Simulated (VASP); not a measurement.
BaTe, 2 atoms in the cell. It takes space group Fm-3m (No. 225, cubic). Conventional cell: a = 7.065 Å, b = 7.065 Å, c = 7.065 Å, α = 90.00°, β = 90.00°, γ = 90.00°. Ba (site symmetry m-3m) has 6 Te at 3.53 Å within 4.6 Å. Within 4.6 Å of Te (site symmetry m-3m) lie 6 Ba at 3.53 Å. 

| Property | Result |
| --- | --- |
| Program | VASP 6.6.1 |
| Task | single point |
| Functional | HSE06 |
| Potentials or basis | VASP PAW PBE potentials, release 64 (Ba_sv, Te) |
| Cutoff | 520 eV |
| k mesh | 4 × 4 × 4 |
| Occupations | gaussian, width 0.01 eV |
| Spin | no spin polarisation |
| Dipole correction | no |
| Grid for exact exchange (PRECFOCK) | Normal |
| Further INCAR settings | ALGO = Normal; EDIFF = 1e-06; NBANDS = 15 |
| Share of exact exchange | 0.25 |
| Screening parameter | 0.2079 1/Å |

Potentials or basis: VASP PAW PBE potentials, release 64 (Ba_sv, Te).

Run with:

```bash
$ cat potpaw_PBE.64/Ba_sv/POTCAR potpaw_PBE.64/Te/POTCAR > POTCAR
$ cp INCAR.step1 INCAR
$ mpirun -np 1 vasp_std > vasp.out
$ cp INCAR.step2 INCAR
$ mpirun -np 1 vasp_std > vasp.out
```

Hardware: 1 thread of Intel(R) Xeon(R) 6975P-C (Granite Rapids) (shared host).

Question: How long does it take, and how much memory?

Answer: Run time: 4.6 min on 1 thread of Intel(R) Xeon(R) 6975P-C (Granite Rapids), on a shared host, peak memory 0.36 GiB. Counts: k points 8.
